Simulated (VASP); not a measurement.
Al2GaP3:

```
Al Ga P
1.0
    -3.89604    3.80491    0.03388
     3.95901    3.86788   -0.01543
     2.00029   -1.92201   -8.42391
Al Ga P
4 2 6
Direct
  0.66606 0.50539 0.34551
  0.15131 0.00525 0.31097
  0.32980 0.46913 0.67064
  0.84940 0.00069 0.67195
  0.99385 0.54891 0.00160
  0.48872 0.97662 0.00139
  0.13058 0.28022 0.82769
  0.66329 0.73411 0.83682
  0.48956 0.23485 0.49683
  0.02086 0.74855 0.49909
  0.85905 0.24340 0.16642
  0.35751 0.75289 0.17109
```

| Property | Result |
| --- | --- |
| Program | VASP 6.6.1 |
| Task | relaxation of cell and atoms |
| Functional | PBE |
| Potentials or basis | VASP PAW PBE potentials, release 64 (Al, Ga_d, P) |
| Cutoff | 600 eV |
| k mesh | 4 × 4 × 4 |
| Occupations | gaussian, width 0.1 eV |
| Spin | no spin polarisation |

At the start: pressure 0.5 GPa; volume 21.11 Å³/atom.

Where does the relaxation end?

Over 19 steps the energy falls by 118.6 meV/atom and the volume is 20.86 Å³/atom (-1.2 %); space group P1 (No. 1, to 0.1 Å) before, I-4m2 (No. 119, to 0.1 Å).

Step by step:
| step | energy change (eV) | largest force (eV/Å) | pressure (GPa) | volume (Å³) |
| --- | --- | --- | --- | --- |
| 1 | 0.0000 | 3.2048 | 0.51 | 253.32 |
| 2 | -0.9748 | 1.2984 | -1.50 | 255.70 |
| 3 | -0.9771 | 1.2954 | -1.47 | 255.58 |
| 4 | -1.2737 | 0.5889 | 0.34 | 248.96 |
| 5 | -1.2793 | 0.5710 | 0.68 | 247.97 |
| 6 | -1.3395 | 0.2922 | -0.07 | 250.35 |
| 7 | -1.3480 | 0.3118 | -0.45 | 251.66 |
| 8 | -1.3774 | 0.2949 | 0.01 | 250.27 |
| 9 | -1.3868 | 0.2788 | 0.49 | 248.89 |
| 10 | -1.4070 | 0.1976 | 0.24 | 249.65 |
| 11 | -1.4148 | 0.1608 | -0.03 | 250.49 |
| 12 | -1.4193 | 0.0866 | -0.04 | 250.52 |
| 13 | -1.4203 | 0.0788 | -0.04 | 250.55 |
| 14 | -1.4216 | 0.0776 | 0.02 | 250.35 |
| 15 | -1.4219 | 0.0789 | 0.07 | 250.21 |
| 16 | -1.4229 | 0.0426 | -0.01 | 250.47 |
| 17 | -1.4230 | 0.0526 | -0.06 | 250.61 |
| 18 | -1.4236 | 0.0285 | 0.01 | 250.41 |
| 19 | -1.4237 | 0.0198 | 0.04 | 250.32 |

Final structure:
```
Al Ga P
1.0
    -3.89266    3.89314   -0.00013
     3.89352    3.89378    0.00012
     1.94575   -1.94644   -8.25719
Al Ga P
4 2 6
Direct
  0.66677 0.50015 0.33332
  0.16686 0.99982 0.33361
  0.33330 0.49976 0.66663
  0.83335 0.99963 0.66646
  0.99988 0.50036 0.00006
  0.50005 0.00018 0.00004
  0.16578 0.24997 0.83240
  0.66583 0.75023 0.83252
  0.50020 0.24998 0.49999
  0.99999 0.74974 0.49997
  0.83401 0.24996 0.16748
  0.33396 0.75022 0.16753
```
